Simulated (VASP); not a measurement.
# BeS (F-43m) in VASP: dielectric tensor with PBE

Aim: the dielectric tensor of BeS with PBE.

Everything below comes from runs of VASP 6.6.1. Logs are shortened: lines on timing, memory, paths and dates and some standing lists are left out, and cuts for length are marked.

## Step 1: The cell of the first run

The structure is cubic, space group F-43m (No. 216). The conventional cell has a = 4.869 Å, b = 4.869 Å, c = 4.869 Å, α = 90.00°, β = 90.00°, γ = 90.00°. Be (site symmetry -43m) has 4 S at 2.11 Å within 2.8 Å. Within 2.8 Å of S (site symmetry -43m) lie 4 Be at 2.11 Å.

## Step 2: Dielectric tensor, PBE

INCAR

```
SYSTEM = BeS
PREC = Accurate ; ENCUT = 520
EDIFF = 1E-8 ; ISMEAR = 0
SIGMA = 0.01 ; LREAL = .False.
LASPH = .True. ; NELM = 60
ALGO = Normal ; ISIF = 2
LWAVE = .False. ; LCHARG = .False.
GGA = PE ; LEPSILON = .True.
```

KPOINTS

```
regular mesh
0
Gamma
  8 8 8
  0 0 0
```

POSCAR

```
BeS
1.0
    0.0000000000      2.4343058979      2.4343058979
    2.4343058979      0.0000000000      2.4343058979
    2.4343058979      2.4343058979      0.0000000000
Be S
1 1
Direct
    0.0000000000      0.0000000000      0.0000000000
    0.7500000000      0.7500000000      0.7500000000
```

Potentials or basis: VASP PAW PBE potentials, release 64 (Be, S).

Launch:

```console
$ cat potpaw_PBE.64/Be/POTCAR potpaw_PBE.64/S/POTCAR > POTCAR
$ mpirun -np 1 vasp_std > vasp.out
```

OUTCAR:

```text
SYSTEM = BeS
   PREC = Accurate
   ENCUT = 520
   EDIFF = 1E-8
   ISMEAR = 0
   LREAL = .False.
   LASPH = .True.
   NELM = 60
   ISIF = 2
   GGA = PE
   LEPSILON = .True.

 ion  position               nearest neighbor table
   1  0.000  0.000  0.000-   2 2.11   2 2.11   2 2.11   2 2.11
   2  0.750  0.750  0.750-   1 2.11   1 2.11   1 2.11   1 2.11

  LATTYP: Found a face centered cubic cell.
 ALAT       =     4.8686117958

  Lattice vectors:

 A1 = (   0.0000000000,   2.4343058979,   2.4343058979)
 A2 = (   2.4343058979,   0.0000000000,   2.4343058979)
 A3 = (   2.4343058979,   2.4343058979,   0.0000000000)

Analysis of symmetry for initial positions (statically):
=====================================================================
 Subroutine PRICEL returns:
 Original cell was already a primitive cell.

 Routine SETGRP: Setting up the symmetry group for a
 face centered cubic supercell.

 Subroutine GETGRP returns: Found 24 space group operations
 (whereof 24 operations were pure point group operations)
 out of a pool of 48 trial point group operations.

The static configuration has the point symmetry T_d .

Analysis of symmetry for dynamics (positions and initial velocities):
=====================================================================
 Subroutine PRICEL returns:
 Original cell was already a primitive cell.

 Routine SETGRP: Setting up the symmetry group for a
 face centered cubic supercell.

 Subroutine GETGRP returns: Found 24 space group operations
 (whereof 24 operations were pure point group operations)
 out of a pool of 48 trial point group operations.

The dynamic configuration has the point symmetry T_d .

 Subroutine INISYM returns: Found 24 space group operations
 (whereof 24 operations are pure point group operations),
 and found     1 'primitive' translations

----------------------------------------------------------------------------------------

                                     Primitive cell

  volume of cell :      28.8506

  direct lattice vectors                    reciprocal lattice vectors
     0.000000000  2.434305898  2.434305898    -0.205397358  0.205397358  0.205397358
     2.434305898  0.000000000  2.434305898     0.205397358 -0.205397358  0.205397358
     2.434305898  2.434305898  0.000000000     0.205397358  0.205397358 -0.205397358

  length of vectors
     3.442628416  3.442628416  3.442628416     0.355758660  0.355758660  0.355758660

  position of ions in fractional coordinates (direct lattice)
     0.000000000  0.000000000  0.000000000
     0.750000000  0.750000000  0.750000000

  ion indices of the primitive-cell ions
   primitive index   ion index
                 1           1
                 2           2

----------------------------------------------------------------------------------------

 KPOINTS: regular mesh

Automatic generation of k-mesh.
 Grid dimensions read from file:
 generate k-points for:    8    8    8

 Generating k-lattice:

  Cartesian coordinates                     Fractional coordinates (reciprocal lattice)
    -0.025674670  0.025674670  0.025674670     0.125000000  0.000000000  0.000000000
     0.025674670 -0.025674670  0.025674670     0.000000000  0.125000000  0.000000000
     0.025674670  0.025674670 -0.025674670     0.000000000  0.000000000  0.125000000

  Length of vectors
     0.044469832  0.044469832  0.044469832

  Shift w.r.t. Gamma in fractional coordinates (k-lattice)
     0.000000000  0.000000000  0.000000000

 Subroutine IBZKPT returns following result:
 ===========================================

 Found     29 irreducible k-points:

 Following reciprocal coordinates:
            Coordinates               Weight
  0.000000  0.000000  0.000000      1.000000
  0.125000  0.000000  0.000000      8.000000
  0.250000  0.000000  0.000000      8.000000
  0.375000  0.000000  0.000000      8.000000
  0.500000  0.000000  0.000000      4.000000
  0.125000  0.125000  0.000000      6.000000
[... 16 lines left out ...]
  0.500000  0.250000  0.125000     48.000000
 -0.375000  0.250000  0.125000     24.000000
 [... further k-points ...]
   k-points           NKPTS =     29   k-points in BZ     NKDIM =     29   number of bands    NBANDS=      8
   number of dos      NEDOS =    301   number of ions     NIONS =      2
   total plane-waves  NPLWV =  21952
   dimension x,y,z NGX =    28 NGY =   28 NGZ =   28
   dimension x,y,z NGXF=    56 NGYF=   56 NGZF=   56
   ions per type =               1   1
   NGX,Y,Z   is equivalent  to a cutoff of  13.52, 13.52, 13.52 a.u.
   NGXF,Y,Z  is equivalent  to a cutoff of  27.04, 27.04, 27.04 a.u.
 SYSTEM =  BeS
   PREC   = accura    normal or accurate (medium, high low for compatibility)
   ISTART =      0    job   : 0-new  1-cont  2-samecut
   ICHARG =      2    charge: 1-file 2-atom 10-const
   ISPIN  =      1    spin polarized calculation?
   LNONCOLLINEAR =      F non collinear calculations
   LSORBIT =      F    spin-orbit coupling
   LASPH  =      T    aspherical Exc in radial PAW
   ENCUT  =  520.0 eV  38.22 Ry    6.18 a.u.   6.40  6.40  6.40*2*pi/ulx,y,z
   NELM   =     60;   NELMIN=  2; NELMDL= -5     # of ELM steps
   EDIFF  = 0.1E-07   stopping-criterion for ELM
   LREAL  =      F    real-space projection
   EDIFFG = 0.1E-06   stopping-criterion for IOM
   NSW    =      0    number of steps for IOM
   IBRION =     -1    ionic relax: 0-MD 1-quasi-New 2-CG
   NFREE  =      0    steps in history (QN), initial steepest desc. (CG)
   ISIF   =      2    stress and relaxation
   ISYM   =      2    0-nonsym 1-usesym 2-fastsym
   POTIM  = 0.5000    time-step for ionic-motion
   TEBEG  =    0.0;   TEEND  =   0.0 temperature during run
   PSTRESS=    0.0 pullay stress
   NELECT =       8.0000    total number of electrons
   NUPDOWN=      -1.0000    fix difference up-down
   EMIN   =  10.00;   EMAX   =-10.00  energy-range for DOS
   EFERMI =   0.00;   METHOD = LEGACY
   ISMEAR =     0;   SIGMA  =   0.01  broadening in eV -4-tet -1-fermi 0-gaus
   EFERMI_NEDOS =   21; number of points for ismear=-14 and -15
   IALGO  =     38    algorithm
   IMIX   =      4    mixing-type and parameters
     AMIX     =   0.40;   BMIX     =  1.00
     AMIX_MAG =   1.60;   BMIX_MAG =  1.00
  volume/ion in A,a.u.               =      14.43        97.35
  Fermi-wavevector in a.u.,A,eV,Ry     =   1.067545  2.017368 15.505922  1.139653
  Thomas-Fermi vector in A             =   2.203165
   LORBIT       =      0    0 simple, 1 ext, 2 COOP (PROOUT), +10 PAW based schemes
   GGA     = PE    functional components
   LHFCALC =     F    Hartree Fock is set to
   AEXX    =    0.0000 exact exchange contribution
   IVDW    =     0    specifies the selected vdW correction
   LEPSILON=     T    determine dielectric tensor
   LRPA    =     F    only Hartree local field effects (RPA)
 non-spin polarized calculation
 Gauss-broadening in eV      SIGMA  =   0.01
  energy-cutoff  :      520.00
  volume of cell :       28.85
 maximum number of plane-waves:       791
 NGX is ok and might be reduce to    28
   NGX = 13   NGY = 13   NGZ = 13

--------------------------------------- Ionic step        1  -------------------------------------------

 number of electron       7.9999999 magnetization

 E-fermi :   4.1001     XC(G=0):  -9.6832

 val. band max:        4.0567695301   @ k =   0.0000   0.0000   0.0000
 cond. band min:       7.1930634989   @ k =   0.5000   0.5000   0.0000
 fundamental gap:      3.1362939689
 Fermi energy:         4.1000761632

 k-point     1 :       0.0000    0.0000    0.0000
  band No.  band energies     occupation
      1      -9.5593      2.00000
      2       4.0568      2.00000
      3       4.0568      2.00000
      4       4.0568      2.00000
      5       9.7309      0.00000
      6       9.7309      0.00000
      7       9.7309      0.00000
      8       9.8457      0.00000
[... 243 lines left out ...]
 k-point    24 :      -0.3750    0.2500    0.1250
  band No.  band energies     occupation
      1      -7.7103      2.00000
      2      -1.1291      2.00000
      3       1.3174      2.00000
      4       2.2485      2.00000
      5      10.1615      0.00000
      6      10.6188      0.00000
      7      13.1414      0.00000
      8      14.5229      0.00000

 [... further k-points ...]

  FORCE on cell =-STRESS in cart. coord.  units (eV):
  Direction    XX          YY          ZZ          XY          YZ          ZX
  --------------------------------------------------------------------------------------
  -------------------------------------------------------------------------------------
  Total        0.0800048      0.0800048      0.0800048      0.0000000      0.0000000      0.0000000
  in kB        4.4429448      4.4429448      4.4429448      0.0000000      0.0000000      0.0000000
  external PRESSURE =       4.4429448 kB  Pullay stress =       0.0000000 kB

 VOLUME and BASIS-vectors are now :
 -----------------------------------------------------------------------------
  energy-cutoff  :      520.00
  volume of cell :       28.85
      direct lattice vectors                 reciprocal lattice vectors
     0.000000000  2.434305898  2.434305898    -0.205397358  0.205397358  0.205397358
     2.434305898  0.000000000  2.434305898     0.205397358 -0.205397358  0.205397358
     2.434305898  2.434305898  0.000000000     0.205397358  0.205397358 -0.205397358

 POSITION                                       TOTAL-FORCE (eV/Angst)
 -----------------------------------------------------------------------------------
      0.00000      0.00000      0.00000         0.000000      0.000000      0.000000
      3.65146      3.65146      3.65146        -0.000000     -0.000000     -0.000000
 -----------------------------------------------------------------------------------
    total drift:                                0.000000      0.000000     -0.000000

  FREE ENERGIE OF THE ION-ELECTRON SYSTEM (eV)
  ---------------------------------------------------
  free  energy   TOTEN  =       -10.0131207373 eV

  energy  without entropy=      -10.0131207373  energy(sigma->0) =      -10.01312074

 HEAD OF MICROSCOPIC STATIC DIELECTRIC TENSOR (INDEPENDENT PARTICLE, excluding Hartree and local field effects)
 ------------------------------------------------------
           5.760362    -0.000000     0.000000
           0.000000     5.760362    -0.000000
           0.000000     0.000000     5.760362
 ------------------------------------------------------

 Free energy of the ion-electron system (eV)
  ---------------------------------------------------
  ---------------------------------------------------
  free energy    TOTEN  =        -0.37810522 eV

  energy without entropy =       -0.37810522

------------------------ aborting loop because EDIFF is reached ----------------------------------------

--------------------------------------- Ionic step        2  -------------------------------------------

------------------------ aborting loop because EDIFF is reached ----------------------------------------

--------------------------------------- Ionic step        3  -------------------------------------------

 Free energy of the ion-electron system (eV)
  ---------------------------------------------------
  ---------------------------------------------------
  free energy    TOTEN  =        -0.37810546 eV

  energy without entropy =       -0.37810546

------------------------ aborting loop because EDIFF is reached ----------------------------------------

 PIEZOELECTRIC TENSOR FIELD DIRECTION 3  (e Angst)
 -----------------------------------------------------------------------------
    -0.00052  1.16189  0.00000           (  0.00000 -0.03553  0.00000)
     1.16189 -0.00052  0.00000           ( -0.03553  0.00000  0.00000)
     0.00000  0.00000 -0.00018           (  0.00000  0.00000  0.00000)

 PIEZOELECTRIC TENSOR FIELD DIRECTION 3  (C/m^2)
 -----------------------------------------------------------------------------
    -0.00029  0.64524  0.00000
     0.64524 -0.00029  0.00000
     0.00000  0.00000 -0.00010

 MACROSCOPIC STATIC DIELECTRIC TENSOR (including local field effects in DFT)
 ------------------------------------------------------
           5.292320     0.000000    -0.000000
           0.000000     5.292320    -0.000000
           0.000000    -0.000000     5.292320
 ------------------------------------------------------

 PIEZOELECTRIC TENSOR (including local field effects)  for field in x, y, z        (e  Angst)
          XX          YY          ZZ          XY          YZ          ZX
  --------------------------------------------------------------------------------
  x    -0.00000     0.00000    -0.00000     0.00000     1.16370     0.00000
  y     0.00000     0.00000    -0.00000     0.00000     0.00000     1.16370
  z    -0.00000     0.00000     0.00000     1.16370     0.00000     0.00000

 PIEZOELECTRIC TENSOR (including local field effects)  for field in x, y, z        (C/m^2)
          XX          YY          ZZ          XY          YZ          ZX
  --------------------------------------------------------------------------------
  x    -0.00000     0.00000    -0.00000     0.00000     0.64624     0.00000
  y     0.00000     0.00000    -0.00000     0.00000     0.00000     0.64624
  z    -0.00000     0.00000     0.00000     0.64624     0.00000     0.00000

 BORN EFFECTIVE CHARGES (including local field effects) (in |e|, cummulative output)
 ---------------------------------------------------------------------------------
 ion    1
    1     1.62610     0.00000    -0.00000
    2    -0.00000     1.62610    -0.00000
    3     0.00000    -0.00000     1.62610
 ion    2
    1    -1.62610     0.00000     0.00000
    2     0.00000    -1.62610     0.00000
    3     0.00000     0.00000    -1.62610
```

Run time: 4.5 min. Hardware: 1 thread of Intel Xeon 8259CL, shared host; peak memory 0.2 GiB.

What came out:

| Quantity | Value |
| --- | --- |
| Band gap on the k mesh | 3.14 eV (least direct gap 5.67 eV) |
| Electronic dielectric tensor (diagonal) | 5.29 |
| Born charges (mean of the diagonal) | Be +1.63; S -1.63 e |

Electronic dielectric tensor:
```
5.29 0.00 0.00
0.00 5.29 0.00
0.00 0.00 5.29
```

Born effective charge tensors (e):
atom 1, Be
```
1.63 0.00 0.00
0.00 1.63 0.00
0.00 0.00 1.63
```
atom 2, S
```
-1.63  0.00  0.00
 0.00 -1.63  0.00
 0.00  0.00 -1.63
```

A k mesh can miss the band edges.
